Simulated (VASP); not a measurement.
# BaF2 (Fm-3m) in VASP: further runs, part 2 of 2

VASP 6.6.1.

## Step 5: Single point, LDA (volume scaled by 0.99)

INCAR reads:

```
PREC = Accurate ; ENCUT = 600
EDIFF = 1E-6 ; ISMEAR = -1
SIGMA = 0.01 ; LREAL = F
LASPH = T ; NELM = 120
ALGO = Normal ; ISIF = 2
LWAVE = F ; LCHARG = F
NBANDS = 19 ; GGA_COMPAT = F
```

KPOINTS reads:

```
regular mesh
0
Gamma
  8 8 8
```

POSCAR reads:

```
BaF2
1.0
    0.0000000000      3.0896818624      3.0896818624
    3.0896818624      0.0000000000      3.0896818624
    3.0896818624      3.0896818624      0.0000000000
Ba F
1 2
Direct
    0.0000000000      0.0000000000      0.0000000000
    0.2500000000      0.2500000000      0.2500000000
    0.7500000000      0.7500000000      0.7500000000
```

Potentials or basis: VASP PAW LDA potentials, release 64 (Ba_sv, F).

Started as:

```sh
> cat potpaw_LDA.64/Ba_sv/POTCAR potpaw_LDA.64/F/POTCAR > POTCAR
> mpirun -np 1 vasp_std > vasp.out
```

OUTCAR:

```text
PREC = Accurate
   ENCUT = 600
   EDIFF = 1E-6
   ISMEAR = -1
   LREAL = F
   LASPH = T
   NELM = 120
   ISIF = 2

 ion  position               nearest neighbor table
   1  0.000  0.000  0.000-   3 2.68   3 2.68   3 2.68   2 2.68   3 2.68   2 2.68   2 2.68   2 2.68

   2  0.250  0.250  0.250-   1 2.68   1 2.68   1 2.68   1 2.68
   3  0.750  0.750  0.750-   1 2.68   1 2.68   1 2.68   1 2.68

  LATTYP: Found a face centered cubic cell.
 ALAT       =     6.1793637248

  Lattice vectors:

[... 192 lines left out ...]
      5     -10.1702      2.00000
      6     -10.1702      2.00000
[... 505 lines left out ...]
      6     -10.3209      2.00000
[... 11 lines left out ...]
     18      10.0437      0.00000
     19      11.3466      0.00000

 [... further k-points ...]
[... 5 lines left out ...]
  --------------------------------------------------------------------------------------
  -------------------------------------------------------------------------------------
  Total       -1.0684101     -1.0684101     -1.0684101     -0.0000000      0.0000000     -0.0000000
  in kB      -29.0186554    -29.0186554    -29.0186554     -0.0000000      0.0000000     -0.0000000
  external PRESSURE =     -29.0186554 kB  Pullay stress =       0.0000000 kB

 VOLUME and BASIS-vectors are now :
 -----------------------------------------------------------------------------
  energy-cutoff  :      600.00
  volume of cell :       58.99
      direct lattice vectors                 reciprocal lattice vectors
     0.000000000  3.089681862  3.089681862    -0.161828959  0.161828959  0.161828959
     3.089681862  0.000000000  3.089681862     0.161828959 -0.161828959  0.161828959
     3.089681862  3.089681862  0.000000000     0.161828959  0.161828959 -0.161828959

 POSITION                                       TOTAL-FORCE (eV/Angst)
 -----------------------------------------------------------------------------------
      0.00000      0.00000      0.00000        -0.000000     -0.000000      0.000000
      1.54484      1.54484      1.54484         0.000000      0.000000      0.000000
      4.63452      4.63452      4.63452        -0.000000     -0.000000     -0.000000
 -----------------------------------------------------------------------------------
    total drift:                                0.000000      0.000000      0.000000

  FREE ENERGIE OF THE ION-ELECTRON SYSTEM (eV)
  ---------------------------------------------------
  free  energy   TOTEN  =       -18.6100268306 eV

  energy  without entropy=      -18.6100268305  energy(sigma->0) =      -18.61002683
```

stdout:

```text
POSCAR found type information on POSCAR BaF
 POSCAR found :  2 types and       3 ions
 scaLAPACK will be used
 LDA part: xc-table for (Slater(with rela. corr.)+CA(PZ))
 , standard interpolation
 POSCAR, INCAR and KPOINTS ok, starting setup
 FFT: planning ... GRIDC
 FFT: planning ... GRID_SOFT
 FFT: planning ... GRID
 WAVECAR not read
 entering main loop
```

It took 18 s on 1 thread of Intel Xeon Platinum 8488C (Sapphire Rapids), shared host; peak memory 0.18 GiB.

Results:

```
Free energy            : -18.6100 eV
Pressure               : -2.9 GPa
Band gap on the k mesh : 6.43 eV, indirect (least direct gap 6.52 eV)
```

Levels at points of the mesh, in eV from the valence-band top:
```csv
k point,band 8,band 9,band 10,band 11,band 12,band 13,band 14,band 15,band 16,band 17
"(0.00, 0.00, 0.00)",-1.59,-1.59,-0.09,-0.09,-0.09,6.43,9.11,9.11,11.40,11.40
"(0.50, 0.00, 0.00)",-1.16,-0.72,-0.36,-0.17,-0.17,9.00,9.09,9.09,9.41,11.61
"(0.50, 0.50, 0.00)",-0.39,-0.39,-0.33,-0.33,-0.15,7.01,8.93,10.70,12.02,12.02
```

Caveat: spin-orbit coupling is left out, which moves the levels of the heavy elements. A k mesh can miss the band edges.

## Step 6: Single point, LDA (volume scaled by 1.02)

INCAR reads:

```
SYSTEM = BaF2
PREC = Accurate
ENCUT = 600
EDIFF = 1E-6
ISMEAR = -1
SIGMA = 0.01
LREAL = .False.
LASPH = .True.
NELM = 120
ALGO = Normal
ISIF = 2
LWAVE = .False.
LCHARG = .True.
GGA = CA
LELF = .True.
LVHAR = .True.
NBANDS = 19
GGA_COMPAT = .False.
```

KPOINTS reads:

```
Automatic mesh
0
Gamma
  8 8 8
  0 0 0
```

POSCAR reads:

```
BaF2
1.0
    0.0000000000      3.1205807308      3.1205807308
    3.1205807308      0.0000000000      3.1205807308
    3.1205807308      3.1205807308      0.0000000000
Ba F
1 2
Direct
    0.0000000000      0.0000000000      0.0000000000
    0.2500000000      0.2500000000      0.2500000000
    0.7500000000      0.7500000000      0.7500000000
```

Potentials or basis: VASP PAW LDA potentials, release 64 (Ba_sv, F).

Started as:

```sh
> cat potpaw_LDA.64/Ba_sv/POTCAR potpaw_LDA.64/F/POTCAR > POTCAR
> mpirun -np 1 vasp_std > vasp.out
```

OUTCAR:

```text
SYSTEM = BaF2
   PREC = Accurate
   ENCUT = 600
   EDIFF = 1E-6
   ISMEAR = -1
   LREAL = .False.
   LASPH = .True.
   NELM = 120
   ISIF = 2
   GGA = CA

 ion  position               nearest neighbor table
   1  0.000  0.000  0.000-   3 2.70   3 2.70   3 2.70   2 2.70   2 2.70   2 2.70   3 2.70   2 2.70

   2  0.250  0.250  0.250-   1 2.70   1 2.70   1 2.70   1 2.70
   3  0.750  0.750  0.750-   1 2.70   1 2.70   1 2.70   1 2.70

  LATTYP: Found a face centered cubic cell.
 ALAT       =     6.2411614616

  Lattice vectors:

 A1 = (   0.0000000000,   3.1205807308,   3.1205807308)
 A2 = (   3.1205807308,   0.0000000000,   3.1205807308)
 A3 = (   3.1205807308,   3.1205807308,   0.0000000000)

Analysis of symmetry for initial positions (statically):
=====================================================================
 Subroutine PRICEL returns:
 Original cell was already a primitive cell.

 Routine SETGRP: Setting up the symmetry group for a
 face centered cubic supercell.

 Subroutine GETGRP returns: Found 48 space group operations
 (whereof 48 operations were pure point group operations)
 out of a pool of 48 trial point group operations.

The static configuration has the point symmetry O_h .

Analysis of symmetry for dynamics (positions and initial velocities):
=====================================================================
 Subroutine PRICEL returns:
 Original cell was already a primitive cell.

 Routine SETGRP: Setting up the symmetry group for a
 face centered cubic supercell.

 Subroutine GETGRP returns: Found 48 space group operations
 (whereof 48 operations were pure point group operations)
 out of a pool of 48 trial point group operations.

The dynamic configuration has the point symmetry O_h .

 Subroutine INISYM returns: Found 48 space group operations
 (whereof 48 operations are pure point group operations),
 and found     1 'primitive' translations
[... 106 lines left out ...]
   TEBEG  =    0.0;   TEEND  =   0.0 temperature during run
   PSTRESS=    0.0 pullay stress
   NELECT =      24.0000    total number of electrons
   NUPDOWN=      -1.0000    fix difference up-down
   EMIN   =  10.00;   EMAX   =-10.00  energy-range for DOS
   EFERMI =   0.00;   METHOD = LEGACY
   ISMEAR =    -1;   SIGMA  =   0.01  broadening in eV -4-tet -1-fermi 0-gaus
   EFERMI_NEDOS =   21; number of points for ismear=-14 and -15
   IALGO  =     38    algorithm
   IMIX   =      4    mixing-type and parameters
     AMIX     =   0.40;   BMIX     =  1.00
     AMIX_MAG =   1.60;   BMIX_MAG =  1.00
  volume/ion in A,a.u.               =      20.26       136.71
  Fermi-wavevector in a.u.,A,eV,Ry     =   1.201065  2.269684 19.627179  1.442557
  Thomas-Fermi vector in A             =   2.336884
   LORBIT       =      0    0 simple, 1 ext, 2 COOP (PROOUT), +10 PAW based schemes
   GGA     = CA    functional components
   LHFCALC =     F    Hartree Fock is set to
   AEXX    =    0.0000 exact exchange contribution
   IVDW    =     0    specifies the selected vdW correction
   LEPSILON=     F    determine dielectric tensor
   LRPA    =     F    only Hartree local field effects (RPA)
 non-spin polarized calculation
  energy-cutoff  :      600.00
  volume of cell :       60.78
 maximum number of plane-waves:      2085
   NGX = 17   NGY = 17   NGZ = 17

 number of electron      24.0000012 magnetization

 Free energy of the ion-electron system (eV)
  ---------------------------------------------------
  ext. energy  EPLUGINS =         0.00000000
  ---------------------------------------------------
  free energy    TOTEN  =       -18.57179164 eV

  energy without entropy =      -18.57179164  energy(sigma->0) =      -18.57179164

 E-fermi :  -2.2211     XC(G=0):  -9.2434

 val. band max:       -2.5465603310   @ k =  -0.2500   0.2500   0.0000
 cond. band min:       3.7620792753   @ k =   0.0000   0.0000   0.0000
 fundamental gap:      6.3086396063
 Fermi energy:        -2.2210726998

 k-point     1 :       0.0000    0.0000    0.0000
  band No.  band energies     occupation
      1     -25.5144      2.00000
      2     -21.0126      2.00000
      3     -21.0064      2.00000
      4     -10.4078      2.00000
      5     -10.4078      2.00000
      6     -10.4078      2.00000
[... 505 lines left out ...]
      6     -10.5429      2.00000
[... 11 lines left out ...]
     18       9.7092      0.00000
     19      10.9060      0.00000

 [... further k-points ...]
[... 5 lines left out ...]
  --------------------------------------------------------------------------------------
  -------------------------------------------------------------------------------------
  Total       -1.7018377     -1.7018377     -1.7018377     -0.0000000      0.0000000      0.0000000
  in kB      -44.8634289    -44.8634289    -44.8634289     -0.0000000      0.0000000      0.0000000
  external PRESSURE =     -44.8634289 kB  Pullay stress =       0.0000000 kB

 VOLUME and BASIS-vectors are now :
 -----------------------------------------------------------------------------
  energy-cutoff  :      600.00
  volume of cell :       60.78
      direct lattice vectors                 reciprocal lattice vectors
     0.000000000  3.120580731  3.120580731    -0.160226587  0.160226587  0.160226587
     3.120580731  0.000000000  3.120580731     0.160226587 -0.160226587  0.160226587
     3.120580731  3.120580731  0.000000000     0.160226587  0.160226587 -0.160226587

 POSITION                                       TOTAL-FORCE (eV/Angst)
 -----------------------------------------------------------------------------------
      0.00000      0.00000      0.00000        -0.000000     -0.000000      0.000000
      1.56029      1.56029      1.56029         0.000000      0.000000      0.000000
      4.68087      4.68087      4.68087        -0.000000     -0.000000     -0.000000
 -----------------------------------------------------------------------------------
    total drift:                                0.000000      0.000000      0.000000

  FREE ENERGIE OF THE ION-ELECTRON SYSTEM (eV)
  ---------------------------------------------------
  free  energy   TOTEN  =       -18.5717916387 eV

  energy  without entropy=      -18.5717916387  energy(sigma->0) =      -18.57179164
```

OSZICAR:

```text
N       E                     dE             d eps       ncg     rms          rms(c)
DAV:   1     0.152815666087E+03    0.15282E+03   -0.13925E+04  1102   0.132E+03
DAV:   2    -0.122496774707E+02   -0.16507E+03   -0.16032E+03  1376   0.269E+02
DAV:   3    -0.201718897447E+02   -0.79222E+01   -0.78908E+01  1415   0.595E+01
DAV:   4    -0.203110176973E+02   -0.13913E+00   -0.13898E+00  1395   0.691E+00
DAV:   5    -0.203144802178E+02   -0.34625E-02   -0.34623E-02  1313   0.764E-01    0.817E+00
DAV:   6    -0.186668313871E+02    0.16476E+01   -0.71578E+00  1141   0.198E+01    0.426E+00
DAV:   7    -0.186037290956E+02    0.63102E-01   -0.25028E-01  1199   0.379E+00    0.211E+00
DAV:   8    -0.185693487389E+02    0.34380E-01   -0.51796E-02  1290   0.222E+00    0.259E-01
DAV:   9    -0.185708262050E+02   -0.14775E-02   -0.53291E-03  1374   0.443E-01    0.126E-01
DAV:  10    -0.185718019167E+02   -0.97571E-03   -0.99414E-04  1150   0.223E-01    0.332E-02
DAV:  11    -0.185717861191E+02    0.15798E-04   -0.59604E-05  1264   0.611E-02    0.170E-02
DAV:  12    -0.185717918066E+02   -0.56875E-05   -0.92004E-06  1168   0.208E-02    0.259E-03
DAV:  13    -0.185717916387E+02    0.16793E-06   -0.78599E-07  1116   0.550E-03
   1 F= -.18571792E+02 E0= -.18571792E+02  d E =-.181792E-15
```

stdout:

```text
POSCAR found type information on POSCAR BaF
 POSCAR found :  2 types and       3 ions
 scaLAPACK will be used
 LDA part: xc-table for (Slater(with rela. corr.)+CA(PZ))
 , standard interpolation
 POSCAR, INCAR and KPOINTS ok, starting setup
 FFT: planning ... GRIDC
 FFT: planning ... GRID_SOFT
 FFT: planning ... GRID
 WAVECAR not read
 entering main loop
```

Run time: 20 s. Hardware: 1 thread of Intel Xeon Platinum 8488C (Sapphire Rapids), shared host; peak memory 0.18 GiB.

What came out:

- Free energy: -18.5718 eV
- Pressure: -4.5 GPa
- Band gap on the k mesh: 6.31 eV, indirect (least direct gap 6.38 eV)

Levels at points of the mesh, in eV from the valence-band top:
```csv
k point,band 8,band 9,band 10,band 11,band 12,band 13,band 14,band 15,band 16,band 17
"(0.00, 0.00, 0.00)",-1.49,-1.49,-0.08,-0.08,-0.08,6.31,9.00,9.00,11.16,11.16
"(0.50, 0.00, 0.00)",-1.08,-0.68,-0.36,-0.17,-0.17,8.82,8.98,8.98,9.30,11.39
"(0.50, 0.50, 0.00)",-0.35,-0.35,-0.34,-0.34,-0.12,6.97,8.78,10.53,11.78,11.78
```

Caveat: spin-orbit coupling is left out, which moves the levels of the heavy elements.

## Step 7: The runs side by side

```tsv
cell	gap on the mesh (eV)	pressure (GPa)
a = 4.399 Å, angles 60.0°, 3 atoms	6.35	-4.0
a = 4.442 Å, angles 60.0°, 3 atoms	6.23	-5.4
a = 4.325 Å, angles 60.0°, 3 atoms	6.55	-1.0
a = 4.369 Å, angles 60.0°, 3 atoms	6.43	-2.9
a = 4.413 Å, angles 60.0°, 3 atoms	6.31	-4.5
```

Alike in all rows: task single point; level LDA; potentials or basis VASP PAW LDA potentials, release 64 (Ba_sv, F); no spin polarisation; k mesh 8 × 8 × 8; cutoff (eV) 600; smearing fermi-dirac 0.01 eV.

Caveats: spin-orbit coupling is left out, which moves the levels of the heavy elements.

Absolute energies hang on the potentials; compare differences alone.
